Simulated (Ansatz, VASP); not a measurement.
Two plane-wave programs on HgTe

The input POSCAR:

```
HgTe
1.0
    0.0000000000      3.3202050000      3.3202050000
    3.3202050000      0.0000000000      3.3202050000
    3.3202050000      3.3202050000      0.0000000000
Hg Te
1 1
Direct
    0.0000000000      0.0000000000      0.0000000000
    0.7500000000      0.7500000000      0.7500000000
```

INCAR.step1

```
PREC     = Accurate       # precision mode
ENCUT    = 520            # plane-wave cutoff, eV
ISMEAR   = 0              # smearing method
SIGMA    = 0.15           # smearing width, eV
LREAL    = False          # projectors in reciprocal space
LASPH    = True           # aspherical terms in the spheres
NELM     = 100            # most SCF steps
NBANDS   = 16             # bands
GGA      = PE             # functional
ALGO     = Normal         # electronic algorithm
EDIFF    = 1E-4           # SCF threshold, eV
LWAVE    = True           # write WAVECAR
LCHARG   = False          # write CHGCAR
```

The input INCAR.step2:

```
PREC     = Accurate       # precision mode
ENCUT    = 520            # plane-wave cutoff, eV
EDIFF    = 1E-6           # SCF threshold, eV
ISMEAR   = 0              # smearing method
SIGMA    = 0.15           # smearing width, eV
LREAL    = False          # projectors in reciprocal space
LASPH    = True           # aspherical terms in the spheres
NELM     = 100            # most SCF steps
ALGO     = Normal         # electronic algorithm
ISIF     = 2              # what is computed and relaxed
LWAVE    = False          # write WAVECAR
LCHARG   = False          # write CHGCAR
METAGGA  = R2SCAN         # meta-GGA
LMIXTAU  = True         
NBANDS   = 16             # bands
ISTART   = 1
```

KPOINTS

```
regular mesh
0
Gamma
  14 14 14
```

Input for Ansatz:

```yaml
crystal:
  lattice:
    - [0.0, 3.320205, 3.320205]
    - [3.320205, 0.0, 3.320205]
    - [3.320205, 3.320205, 0.0]
  atoms:
    - { symbol: Hg, position: [0.0, 0.0, 0.0] }
    - { symbol: Te, position: [0.75, 0.75, 0.75] }
basis:
  ecutwfc: 500
kpoints:
  mp_grid: { grid: [14, 14, 14] }
hamiltonian:
  xc: r2scan
scf:
  occupations: { method: gaussian, width: 0.15 }
output:
  forces: true
  stress: true
  eigenvalues: true
```

Change from the starting cell: strain +0.030 along x and y, +0.030 along z, atoms carried along.

Alike in both runs: task single point; functional r2SCAN; k mesh 14 × 14 × 14; occupations gaussian, width 0.15 eV; no spin polarisation.

|  | VASP | Ansatz |
| --- | --- | --- |
| version | VASP 6.6.1 | Ansatz 0.2.0 |
| potentials or method | VASP PAW PBE potentials, release 64 (Hg, Te), cutoff 520 eV | scalar-relativistic, plane waves, PAW |
| valence electrons in the cell | 18 | 36 |

|  | VASP | Ansatz | Ansatz less VASP |
| --- | --- | --- | --- |
| gap on the k mesh at the Fermi level (eV) | none | none | - |
| pressure (GPa) | -1.1 | -1.1 | -0.05 |

VASP's potentials were made for PBE, not for r2SCAN. A gap of «none» marks a metal or a gap that the smearing closes. The functional is the same, so the differences come from potentials, cutoffs and numerics. VASP's potentials hold 18 valence electrons a cell and Ansatz's 36, so a difference there can come from the potentials and not from the codes.

Spin-orbit coupling is off throughout.
